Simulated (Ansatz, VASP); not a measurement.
## One calculation of Li2SbMo3, two programs

Contents of INCAR:

```
SYSTEM = Li2SbMo3
PREC = Accurate
ENCUT = 520
EDIFF = 1E-7
ISMEAR = 0
SIGMA = 0.1
LREAL = .False.
LASPH = .True.
NELM = 150
ALGO = Normal
ISIF = 2
LWAVE = .False.
LCHARG = .False.
ISPIN = 2
MAGMOM = 0 0 0 1 1 1
LORBIT = 11
LMAXMIX = 4
GGA = PE
NBANDS = 40
```

Contents of KPOINTS:

```
Automatic mesh
0
Gamma
  4 4 4
  0 0 0
```

POSCAR

```
Li2SbMo3
1.0
    2.7075373300     -4.5280117600      0.0000000000
    2.7075373300      4.5280117600      0.0000000000
    0.0000000000      0.0000000000      4.2335890800
Li Sb Mo
2 1 3
Direct
    0.0000000000      0.5000000000      0.5000000000
    0.5000000000      0.0000000000      0.5000000000
    0.5000000000      0.5000000000      0.0000000000
    0.1610669000      0.8389331000      0.0000000000
    0.8389331000      0.1610669000      0.0000000000
    0.0000000000      0.0000000000      0.5000000000
```

Input for Ansatz:

```yaml
crystal:
  lattice:
    - [2.70753733, -4.52801176, 0.0]
    - [2.70753733, 4.52801176, 0.0]
    - [0.0, 0.0, 4.23358908]
  atoms:
    - { symbol: Li, position: [0.0, 0.5, 0.5] }
    - { symbol: Li, position: [0.5, 0.0, 0.5] }
    - { symbol: Sb, position: [0.5, 0.5, 0.0] }
    - { symbol: Mo, position: [0.1610669, 0.8389331, 0.0], spin: 1.0 }
    - { symbol: Mo, position: [0.8389331, 0.1610669, 0.0], spin: 1.0 }
    - { symbol: Mo, position: [0.0, 0.0, 0.5], spin: 1.0 }
basis:
  ecutwfc: 420
kpoints:
  mp_grid: { grid: [4, 4, 4] }
hamiltonian:
  xc: pbe
scf:
  occupations: { method: gaussian, width: 0.1 }
  lower_state_search: "off"
output:
  forces: true
  stress: true
  eigenvalues: true
  populations: true
magnetization:
  spin_polarized: true
```

Change from the starting cell: species swapped into the CeAl2Cu3 type (Cmmm, No. 65).

Alike in both runs: task single point; functional PBE; k mesh 4 × 4 × 4; occupations gaussian, width 0.1 eV; collinear spin.

|  | VASP | Ansatz |
| --- | --- | --- |
| version | VASP 6.6.1 | Ansatz 0.2.0 |
| potentials or method | VASP PAW PBE potentials, release 64 (Li_sv, Sb, Mo_sv), cutoff 520 eV | scalar-relativistic, plane waves, PAW |
| valence electrons in the cell | 53 | 63 |

VASP gave:

* gap on the k mesh at the Fermi level (eV): none
* rms of the force components (eV/Å): 0.132
* net moment per atom (μB): 0.00

Q: What did Ansatz give for the same quantities?

A: gap on the k mesh at the Fermi level (eV): none; rms of the force components (eV/Å): 0.130; net moment per atom (μB): 0.00.

Atom by atom the forces differ by 0.002 eV/Å (rms over components). A gap of «none» marks a metal or a gap that the smearing closes. VASP's potentials hold 53 valence electrons a cell and Ansatz's 63, so a difference there can come from the potentials and not from the codes. Ansatz's warnings: seeded moment not kept.

The k mesh is coarse, so the values compare programs but aren't converged. Spin-orbit coupling is off throughout. Noted on VASP's run: the cutoff is under 1.25 times that of the potentials, so the pressure is a little rough.
